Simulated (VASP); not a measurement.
# Hf (Im-3m) in VASP: further runs

Runs on Hf. Level: PBE. Tasks: single point.

Everything below comes from runs of VASP 6.6.1. Logs are shortened: lines on timing, memory, paths and dates and some standing lists are left out, and cuts for length are marked.

## 1. The cell of the first run

It takes space group Im-3m (No. 229, cubic). Conventional cell: a = 3.073 Å, b = 3.073 Å, c = 3.073 Å, α = 90.00°, β = 90.00°, γ = 90.00°. Within 3.5 Å of Hf (site symmetry m-3m) lie 14 Hf at 2.66 to 3.07 Å.

## 2. Single point, PBE (volume scaled by 0.65)

INCAR reads:

```
PREC = Accurate
ENCUT = 520
EDIFF = 1E-7
ISMEAR = -1
SIGMA = 0.08
LREAL = F
LASPH = T
NELM = 80
ALGO = Normal
ISIF = 2
LWAVE = F
LCHARG = T
GGA = PE
LELF = T
LVHAR = T
NBANDS = 11
```

KPOINTS reads:

```
Automatic mesh
0
Gamma
  17 17 17
```

POSCAR reads:

```
Hf
1.0
   -1.5367438290      1.5367438290      1.5367438290
    1.5367438290     -1.5367438290      1.5367438290
    1.5367438290      1.5367438290     -1.5367438290
Hf
1
Direct
    0.0000000000      0.0000000000      0.0000000000
```

Potentials or basis: VASP PAW PBE potentials, release 64 (Hf_pv).

The run is started by

```console
cat potpaw_PBE.64/Hf_pv/POTCAR > POTCAR
mpirun -np 1 vasp_std > vasp.out
```

OUTCAR:

```text
PREC = Accurate
   ENCUT = 520
   EDIFF = 1E-7
   ISMEAR = -1
   LREAL = F
   LASPH = T
   NELM = 80
   ISIF = 2
   GGA = PE

 ion  position               nearest neighbor table
   1  0.000  0.000  0.000-

  LATTYP: Found a body centered cubic cell.
 ALAT       =     3.0734876580

  Lattice vectors:

 A1 = (  -1.5367438290,   1.5367438290,   1.5367438290)
 A2 = (   1.5367438290,  -1.5367438290,   1.5367438290)
 A3 = (   1.5367438290,   1.5367438290,  -1.5367438290)

Analysis of symmetry for initial positions (statically):
=====================================================================
 Subroutine PRICEL returns:
 Original cell was already a primitive cell.

 Routine SETGRP: Setting up the symmetry group for a
 body centered cubic supercell.

 Subroutine GETGRP returns: Found 48 space group operations
 (whereof 48 operations were pure point group operations)
 out of a pool of 48 trial point group operations.

The static configuration has the point symmetry O_h .

Analysis of symmetry for dynamics (positions and initial velocities):
=====================================================================
 Subroutine PRICEL returns:
 Original cell was already a primitive cell.

 Routine SETGRP: Setting up the symmetry group for a
 body centered cubic supercell.

 Subroutine GETGRP returns: Found 48 space group operations
 (whereof 48 operations were pure point group operations)
 out of a pool of 48 trial point group operations.

The dynamic configuration has the point symmetry O_h .

 Subroutine INISYM returns: Found 48 space group operations
 (whereof 48 operations are pure point group operations),
 and found     1 'primitive' translations

----------------------------------------------------------------------------------------

                                     Primitive cell

  volume of cell :      14.5166

  direct lattice vectors                    reciprocal lattice vectors
    -1.536743829  1.536743829  1.536743829     0.000000000  0.325363272  0.325363272
     1.536743829 -1.536743829  1.536743829     0.325363272  0.000000000  0.325363272
     1.536743829  1.536743829 -1.536743829     0.325363272  0.325363272  0.000000000

  length of vectors
     2.661718390  2.661718390  2.661718390     0.460133152  0.460133152  0.460133152

  position of ions in fractional coordinates (direct lattice)
     0.000000000  0.000000000  0.000000000

  ion indices of the primitive-cell ions
   primitive index   ion index
                 1           1

----------------------------------------------------------------------------------------

 KPOINTS: Automatic mesh

Automatic generation of k-mesh.
 Grid dimensions read from file:
 generate k-points for:   17   17   17

 Generating k-lattice:

  Cartesian coordinates                     Fractional coordinates (reciprocal lattice)
     0.000000000  0.019139016  0.019139016     0.058823529  0.000000000  0.000000000
     0.019139016  0.000000000  0.019139016     0.000000000  0.058823529  0.000000000
     0.019139016  0.019139016  0.000000000     0.000000000  0.000000000  0.058823529

  Length of vectors
     0.027066656  0.027066656  0.027066656

  Shift w.r.t. Gamma in fractional coordinates (k-lattice)
     0.000000000  0.000000000  0.000000000

 Subroutine IBZKPT returns following result:
 ===========================================

 Found    165 irreducible k-points:

 Following reciprocal coordinates:
            Coordinates               Weight
  0.000000  0.000000  0.000000      1.000000
  0.058824  0.000000  0.000000     12.000000
  0.117647  0.000000  0.000000     12.000000
  0.176471  0.000000  0.000000     12.000000
  0.235294  0.000000  0.000000     12.000000
  0.294118  0.000000  0.000000     12.000000
[... 16 lines left out ...]
  0.411765  0.117647  0.000000     48.000000
  0.176471  0.176471  0.000000     24.000000
 [... further k-points ...]
   k-points           NKPTS =    165   k-points in BZ     NKDIM =    165   number of bands    NBANDS=     11
   number of dos      NEDOS =    301   number of ions     NIONS =      1
   total plane-waves  NPLWV =   8000
   dimension x,y,z NGX =    20 NGY =   20 NGZ =   20
   dimension x,y,z NGXF=    40 NGYF=   40 NGZF=   40
   ions per type =               1
   NGX,Y,Z   is equivalent  to a cutoff of  12.49, 12.49, 12.49 a.u.
   NGXF,Y,Z  is equivalent  to a cutoff of  24.98, 24.98, 24.98 a.u.
 SYSTEM =  unknown system
   PREC   = accura    normal or accurate (medium, high low for compatibility)
   ISTART =      0    job   : 0-new  1-cont  2-samecut
   ICHARG =      2    charge: 1-file 2-atom 10-const
   ISPIN  =      1    spin polarized calculation?
   LNONCOLLINEAR =      F non collinear calculations
   LSORBIT =      F    spin-orbit coupling
   LASPH  =      T    aspherical Exc in radial PAW
   ENCUT  =  520.0 eV  38.22 Ry    6.18 a.u.   4.95  4.95  4.95*2*pi/ulx,y,z
   NELM   =     80;   NELMIN=  2; NELMDL= -5     # of ELM steps
   EDIFF  = 0.1E-06   stopping-criterion for ELM
   LREAL  =      F    real-space projection
   EDIFFG = 0.1E-05   stopping-criterion for IOM
   NSW    =      0    number of steps for IOM
   IBRION =     -1    ionic relax: 0-MD 1-quasi-New 2-CG
   NFREE  =      0    steps in history (QN), initial steepest desc. (CG)
   ISIF   =      2    stress and relaxation
   ISYM   =      2    0-nonsym 1-usesym 2-fastsym
   POTIM  = 0.5000    time-step for ionic-motion
   TEBEG  =    0.0;   TEEND  =   0.0 temperature during run
   PSTRESS=    0.0 pullay stress
   NELECT =      10.0000    total number of electrons
   NUPDOWN=      -1.0000    fix difference up-down
   EMIN   =  10.00;   EMAX   =-10.00  energy-range for DOS
   EFERMI =   0.00;   METHOD = LEGACY
   ISMEAR =    -1;   SIGMA  =   0.08  broadening in eV -4-tet -1-fermi 0-gaus
   EFERMI_NEDOS =   21; number of points for ismear=-14 and -15
   IALGO  =     38    algorithm
   IMIX   =      4    mixing-type and parameters
     AMIX     =   0.40;   BMIX     =  1.00
     AMIX_MAG =   1.60;   BMIX_MAG =  1.00
  volume/ion in A,a.u.               =      14.52        97.96
  Fermi-wavevector in a.u.,A,eV,Ry     =   1.445839  2.732240 28.442316  2.090451
  Thomas-Fermi vector in A             =   2.563976
   LORBIT       =      0    0 simple, 1 ext, 2 COOP (PROOUT), +10 PAW based schemes
   GGA     = PE    functional components
   LHFCALC =     F    Hartree Fock is set to
   AEXX    =    0.0000 exact exchange contribution
   IVDW    =     0    specifies the selected vdW correction
   LEPSILON=     F    determine dielectric tensor
   LRPA    =     F    only Hartree local field effects (RPA)
 non-spin polarized calculation
  energy-cutoff  :      520.00
  volume of cell :       14.52
 maximum number of plane-waves:       406
   NGX =  9   NGY =  9   NGZ =  9

 number of electron      10.0000000 magnetization

 Free energy of the ion-electron system (eV)
  ---------------------------------------------------
  ext. energy  EPLUGINS =         0.00000000
  ---------------------------------------------------
  free energy    TOTEN  =        -8.23979153 eV

  energy without entropy =       -8.22185143  energy(sigma->0) =       -8.23082148

 E-fermi :   7.9577     XC(G=0): -13.4219

 val. band max:        7.9538915663   @ k =   0.2353   0.1765   0.1176
 cond. band min:       7.9857524644   @ k =   0.2353   0.1765   0.1765
 fundamental gap:      0.0318608980
 Fermi energy:         7.9576677828

 k-point     1 :       0.0000    0.0000    0.0000
  band No.  band energies     occupation
      1     -20.1969      2.00000
      2     -20.1969      2.00000
      3     -20.1969      2.00000
      4      -0.0985      2.00000
      5       9.6265      0.00000
      6       9.6265      0.00000
      7       9.6265      0.00000
      8      13.8350      0.00000
      9      13.8350      0.00000
     10      22.5612      0.00000
     11      23.4863      0.00000

 k-point     2 :       0.0588    0.0000    0.0000
  band No.  band energies     occupation
      1     -20.3211      2.00000
      2     -20.2305      2.00000
      3     -20.1987      2.00000
      4       0.1317      2.00000
      5       9.4626      0.00000
      6       9.5730      0.00000
      7       9.8459      0.00000
      8      13.5276      0.00000
      9      13.8193      0.00000
     10      22.5611      0.00000
     11      23.7221      0.00000

 k-point     3 :       0.1176    0.0000    0.0000
  band No.  band energies     occupation
      1     -20.6655      2.00000
      2     -20.3258      2.00000
      3     -20.2038      2.00000
      4       0.7733      2.00000
      5       9.0267      0.00000
      6       9.3457      0.00000
      7      10.4957      0.00000
      8      13.0050      0.00000
      9      13.7983      0.00000
     10      22.5605      0.00000
     11      24.3521      0.00000

 k-point     4 :       0.1765    0.0000    0.0000
  band No.  band energies     occupation
      1     -21.1590      2.00000
      2     -20.4673      2.00000
      3     -20.2118      2.00000
      4       1.6772      2.00000
      5       8.4405      0.00477
      6       8.9073      0.00001
      7      11.5504      0.00000
      8      12.8272      0.00000
      9      13.8307      0.00000
     10      22.5595      0.00000
     11      25.0865      0.00000
[... 239 lines left out ...]
 k-point    22 :       0.3529    0.1176    0.0000
  band No.  band energies     occupation
      1     -22.9504      2.00000
      2     -21.1953      2.00000
      3     -20.3946      2.00000
      4       3.6930      2.00000
      5       6.6291      2.00000
      6       9.8768      0.00000
      7      13.7500      0.00000
      8      15.6598      0.00000
      9      19.2448      0.00000
     10      22.5224      0.00000
     11      22.7910      0.00000

 k-point    23 :       0.4118    0.1176    0.0000
  band No.  band energies     occupation
      1     -23.0942      2.00000
      2     -21.2690      2.00000
      3     -20.4005      2.00000
      4       3.5666      2.00000
      5       6.5013      2.00000
      6      10.6562      0.00000
      7      13.7350      0.00000
      8      16.0359      0.00000
      9      20.5632      0.00000
     10      22.2655      0.00000
     11      22.5251      0.00000

 k-point    24 :       0.1765    0.1765    0.0000
  band No.  band energies     occupation
      1     -22.2113      2.00000
      2     -20.8624      2.00000
      3     -20.4150      2.00000
      4       3.9284      2.00000
      5       7.2599      1.99967
      6       7.8742      1.47912
      7      12.4931      0.00000
      8      15.2385      0.00000
      9      15.5348      0.00000
     10      22.5524      0.00000
     11      25.4375      0.00000

 [... further k-points ...]
[... 5 lines left out ...]
  --------------------------------------------------------------------------------------
  -------------------------------------------------------------------------------------
  Total        7.8041810      7.8041810      7.8041810      0.0000000      0.0000000      0.0000000
  in kB      861.3377692    861.3377692    861.3377692      0.0000000      0.0000000      0.0000000
  external PRESSURE =     861.3377692 kB  Pullay stress =       0.0000000 kB

 VOLUME and BASIS-vectors are now :
 -----------------------------------------------------------------------------
  energy-cutoff  :      520.00
  volume of cell :       14.52
      direct lattice vectors                 reciprocal lattice vectors
    -1.536743829  1.536743829  1.536743829     0.000000000  0.325363272  0.325363272
     1.536743829 -1.536743829  1.536743829     0.325363272  0.000000000  0.325363272
     1.536743829  1.536743829 -1.536743829     0.325363272  0.325363272  0.000000000

 POSITION                                       TOTAL-FORCE (eV/Angst)
 -----------------------------------------------------------------------------------
      0.00000      0.00000      0.00000        -0.000000     -0.000000      0.000000
 -----------------------------------------------------------------------------------
    total drift:                                0.000000     -0.000000      0.000000

  FREE ENERGIE OF THE ION-ELECTRON SYSTEM (eV)
  ---------------------------------------------------
  free  energy   TOTEN  =        -8.2397915324 eV

  energy  without entropy=       -8.2218514289  energy(sigma->0) =       -8.23082148
```

It took 19 s on 1 thread of Intel Xeon 6975P-C, shared host; peak memory 0.14 GiB.

Results:

```
Free energy            : -8.2398 eV
Pressure               : 86.1 GPa
Band gap on the k mesh : zero (band 5 reaches 9.63 eV, above the bottom of band 6 at 6.80 eV)
```

Caveat: spin-orbit coupling is left out, which moves the levels of the heavy elements.

## 3. Single point, PBE (volume scaled by 0.65)

INCAR reads:

```
SYSTEM = Hf
PREC = Accurate
ENCUT = 520
EDIFF = 1E-6
ISMEAR = -1
SIGMA = 0.08
LREAL = .False.
LASPH = .True.
NELM = 80
ALGO = Normal
ISIF = 2
LWAVE = .False.
LCHARG = .True.
GGA = PE
LELF = .True.
LVHAR = .True.
NBANDS = 11
```

KPOINTS reads:

```
regular mesh
0
Gamma
  17 17 17
  0 0 0
```

POSCAR is that of step 2.

Potentials or basis: VASP PAW PBE potentials, release 64 (Hf_pv).

The run is started by

```console
cat potpaw_PBE.64/Hf_pv/POTCAR > POTCAR
mpirun -np 1 vasp_std > vasp.out
```

Wall time 14 s (1 thread of Intel Xeon 6975P-C, shared host); peak memory 0.14 GiB.

It converged, with:

```yaml
Free_energy: -8.2398 eV
Pressure: 86.2 GPa
Band_gap_on_the_k_mesh: zero (band 5 reaches 9.63 eV, above the bottom of band 6 at 6.80 eV)
```

Levels at points of the mesh, in eV from the Fermi level:
```
           k point  band 3  band 4  band 5  band 6  band 7  band 8
(0.00, 0.00, 0.00)  -28.16   -8.06    1.67    1.67    1.67    5.88
```

Caveat: spin-orbit coupling is left out, which moves the levels of the heavy elements.

## 4. Single point, PBE (volume scaled by 0.75)

INCAR reads:

```
SYSTEM = Hf
ALGO = Normal
EDIFF = 1E-6
ENCUT = 520
GGA = PE
ISIF = 2
ISMEAR = -1
LASPH = .TRUE.
LCHARG = .FALSE.
LREAL = .FALSE.
LWAVE = .FALSE.
NBANDS = 11
NELM = 60
PREC = Accurate
SIGMA = 0.08
```

KPOINTS reads:

```
k-points
0
G
  17 17 17
  0 0 0
```

POSCAR reads:

```
Hf
1.0
   -1.6118233640      1.6118233640      1.6118233640
    1.6118233640     -1.6118233640      1.6118233640
    1.6118233640      1.6118233640     -1.6118233640
Hf
1
Direct
    0.0000000000      0.0000000000      0.0000000000
```

The run is started by

```console
cat potpaw_PBE.64/Hf_pv/POTCAR > POTCAR
mpirun -np 1 vasp_std > vasp.out
```

It took 16 s on 1 thread of Intel Xeon 6975P-C, shared host; peak memory 0.16 GiB.

The run converged. Its results:

```
Free energy            : -9.1313 eV
Pressure               : 45.2 GPa
Band gap on the k mesh : zero (band 5 reaches 8.41 eV, above the bottom of band 6 at 5.68 eV)
```

Levels at points of the mesh, in eV from the Fermi level:
```tsv
k point	band 3	band 4	band 5	band 6	band 7	band 8
(0.00, 0.00, 0.00)	-28.68	-7.82	1.70	1.70	1.70	5.39
```

Caveat: spin-orbit coupling is left out, which moves the levels of the heavy elements.
